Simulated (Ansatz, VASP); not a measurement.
# Two plane-wave programs on BSe3

```
B Se
1.0
     4.19619    0.00000    0.00000
     0.00000    4.19619    0.00000
     0.00000    0.00000    4.19619
B Se
1 3
Direct
  0.00000 0.00000 0.00000
  0.00000 0.50000 0.50000
  0.50000 0.00000 0.50000
  0.50000 0.50000 0.00000
```

Alike in both runs: functional PBE; k mesh 4 × 4 × 4; occupations gaussian, width 0.1 eV; no spin polarisation.

Ansatz relaxed the structure, and its values are those at the end. VASP's run is a single point on that final structure, the one shown.

```csv
,VASP,Ansatz
version,VASP 6.6.1,Ansatz 0.2.0
potentials or method,"VASP PAW PBE potentials, release 64 (B, Se), cutoff 520 eV","scalar-relativistic, plane waves, PAW"
valence electrons in the cell,21,51
```

```tsv
	VASP	Ansatz	Ansatz less VASP
gap on the k mesh at the Fermi level (eV)	none	none	-
pressure (GPa)	0.0	0.0	-0.01
```

A gap of «none» marks a metal or a gap that the smearing closes. With one functional, cell and mesh, what is left measures potentials, basis and numerics. VASP's potentials hold 21 valence electrons a cell and Ansatz's 51, so a difference there can come from the potentials and not from the codes.

The k mesh is coarse, so the values compare programs but aren't converged.
